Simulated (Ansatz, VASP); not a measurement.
**One calculation of HgTe, two programs**

```
CELL_PARAMETERS angstrom
0.00000 3.21450 3.21450
3.21450 0.00000 3.21450
3.21450 3.21450 0.00000
ATOMIC_POSITIONS crystal
Hg 0.00000 0.00000 0.00000
Te 0.75000 0.75000 0.75000
```

Alike in both runs: task relaxation of cell and atoms; functional PBEsol; k mesh 12 × 12 × 12; occupations fermi-dirac, width 0.05 eV; no spin polarisation.

|  | VASP | Ansatz |
| --- | --- | --- |
| version | VASP 6.6.1 | Ansatz 0.2.0 |
| potentials or method | VASP PAW PBE potentials, release 64 (Hg, Te) | PAW with Ansatz's default frozen-core files, scalar-relativistic |
| plane-wave cutoff (eV) | 600 | 420 |
| valence electrons in the cell | 18 | 36 |

|  | VASP | Ansatz | Ansatz less VASP |
| --- | --- | --- | --- |
| relaxed volume (Å³/atom) | 34.58 | 34.48 | -0.102 |
| relaxed length of the cell vector where the two differ most in proportion (Å) | 4.607 | 4.603 | -0.0046 |

VASP's potentials were made for PBE, not for PBEsol. VASP's potentials hold 18 valence electrons a cell and Ansatz's 36, so a difference there can come from the potentials and not from the codes.

Neither program's run includes spin-orbit coupling.
